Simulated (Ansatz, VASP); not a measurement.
Cs in VASP and in Ansatz

File INCAR:

```
SYSTEM = Cs
ALGO = Normal
EDIFF = 1E-6
ENCUT = 520
GGA = PE
ISIF = 2
ISMEAR = -1
LASPH = .True.
LCHARG = .False.
LREAL = .False.
LWAVE = .False.
NBANDS = 16
NELM = 100
PREC = Accurate
SIGMA = 0.08
```

Contents of KPOINTS:

```
k-points
0
Gamma
  6 6 6
  0 0 0
```

Contents of POSCAR:

```
Cs
1.0
    0.0000000000      5.5176176701      5.5176176701
    5.5176176701      0.0000000000      5.5176176701
    5.5176176701      5.5176176701      0.0000000000
Cs
2
Direct
   -0.1250000000     -0.1250000000     -0.1250000000
    0.1250000000      0.1250000000      0.1250000000
```

Input for Ansatz:

```yaml
crystal:
  lattice:
    - [0.0, 5.5176176701, 5.5176176701]
    - [5.5176176701, 0.0, 5.5176176701]
    - [5.5176176701, 5.5176176701, 0.0]
  atoms:
    - { symbol: Cs, position: [-0.125, -0.125, -0.125] }
    - { symbol: Cs, position: [0.125, 0.125, 0.125] }
kpoints:
  mp_grid: { grid: [6, 6, 6] }
scf:
  occupations: { method: fermi_dirac, width: 0.08 }
hamiltonian:
  xc: pbe
  pseudopotentials: { kind: paw, partial_waves: polarizable }
output:
  forces: true
  stress: true
  eigenvalues: true
```

Change from the starting cell: volume scaled by 0.9, PAW files, partial_waves polarizable.

Alike in both runs: task single point; functional PBE; k mesh 6 × 6 × 6; occupations fermi-dirac, width 0.08 eV; no spin polarisation.

|  | VASP | Ansatz |
| --- | --- | --- |
| version | VASP 6.6.1 | Ansatz 0.2.0 |
| potentials or method | VASP PAW PBE potentials, release 64 (Cs_sv) | PAW with Ansatz's default frozen-core files, scalar-relativistic |
| plane-wave cutoff (eV) | 520 | 420 |
| valence electrons in the cell | 18 | 18 |

```tsv
	VASP	Ansatz	Ansatz less VASP
pressure (GPa)	0.1	0.1	0.00
```

With one functional, cell and mesh, what is left measures potentials, basis and numerics.

Neither program's run includes spin-orbit coupling.
